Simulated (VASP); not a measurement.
Here is a VASP 6.6.1 calculation.

File INCAR:

```
SYSTEM = Al15SbN16
  ALGO = Normal
  EDIFF = 1E-7
  EDIFFG = -0.03
  ENCUT = 520
  GGA = PE
  GGA_COMPAT = .False.
  IBRION = 2
  ISIF = 2
  ISMEAR = -1
  KPAR = 4
  LASPH = .True.
  LCHARG = .False.
  LREAL = Auto
  LWAVE = .False.
  NELM = 120
  NELMIN = 4
  NSW = 60
  PREC = Accurate
  SIGMA = 0.01
```

The input KPOINTS:

```
k-points
0
Gamma
  4 4 2
  0 0 0
```

The input POSCAR:

```
Al15SbN16
1.0
    6.2260000000      0.0000000000      0.0000000000
   -3.1130000000      5.3918741640      0.0000000000
    0.0000000000      0.0000000000      9.9620000000
Sb Al N
1 15 16
Direct
    0.1666666666      0.3333333334      0.0000000000
    0.1666666666      0.3333333334      0.5000000000
    0.1666666666      0.8333333334      0.0000000000
    0.1666666666      0.8333333334      0.5000000000
    0.6666666666      0.3333333334      0.0000000000
    0.6666666666      0.3333333334      0.5000000000
    0.6666666666      0.8333333334      0.0000000000
    0.6666666666      0.8333333334      0.5000000000
    0.3333333334      0.1666666666      0.2500000000
    0.3333333334      0.1666666666      0.7500000000
    0.3333333334      0.6666666666      0.2500000000
    0.3333333334      0.6666666666      0.7500000000
    0.8333333334      0.1666666666      0.2500000000
    0.8333333334      0.1666666666      0.7500000000
    0.8333333334      0.6666666666      0.2500000000
    0.8333333334      0.6666666666      0.7500000000
    0.1666666666      0.3333333334      0.1900000000
    0.1666666666      0.3333333334      0.6900000000
    0.1666666666      0.8333333334      0.1900000000
    0.1666666666      0.8333333334      0.6900000000
    0.6666666666      0.3333333334      0.1900000000
    0.6666666666      0.3333333334      0.6900000000
    0.6666666666      0.8333333334      0.1900000000
    0.6666666666      0.8333333334      0.6900000000
    0.3333333334      0.1666666666      0.4400000000
    0.3333333334      0.1666666666      0.9400000000
    0.3333333334      0.6666666666      0.4400000000
    0.3333333334      0.6666666666      0.9400000000
    0.8333333334      0.1666666666      0.4400000000
    0.8333333334      0.1666666666      0.9400000000
    0.8333333334      0.6666666666      0.4400000000
    0.8333333334      0.6666666666      0.9400000000
```

Potentials or basis: VASP PAW PBE potentials, release 64 (Sb, Al, N).

Launch:

```sh
$ cat potpaw_PBE.64/Sb/POTCAR potpaw_PBE.64/Al/POTCAR potpaw_PBE.64/N/POTCAR > POTCAR
$ mpirun -np 4 vasp_std > vasp.out
```

**Question.** What does it give for the energy gained by relaxing?

**Answer.** 117.4 meV/atom.

**Question.** Estimate the band gap on the k mesh.

**Answer.** 1.70 eV.

The path:
```tsv
step	energy change (eV)	largest force (eV/Å)	pressure (GPa)
1	0.0000	5.3976	14.45
2	-2.9548	1.2368	12.70
3	-2.9556	1.1675	12.68
4	-3.1908	0.7352	12.47
5	-3.2073	0.9396	12.45
6	-3.3685	0.6620	12.21
7	-3.4208	0.8639	12.02
8	-3.5437	0.7260	11.69
9	-3.5754	0.6153	11.45
10	-3.6641	0.5542	11.31
11	-3.6816	0.5884	11.24
12	-3.7303	0.1889	10.98
13	-3.7304	0.1830	10.99
14	-3.7432	0.2061	11.03
15	-3.7432	0.2060	11.03
16	-3.7518	0.0796	11.05
17	-3.7521	0.0874	11.05
18	-3.7550	0.0681	11.09
19	-3.7551	0.0634	11.10
20	-3.7559	0.0380	11.10
21	-3.7559	0.0380	11.10
22	-3.7563	0.0210	11.12
```

Caveat: spin-orbit coupling is left out, which moves the levels of the heavy elements.
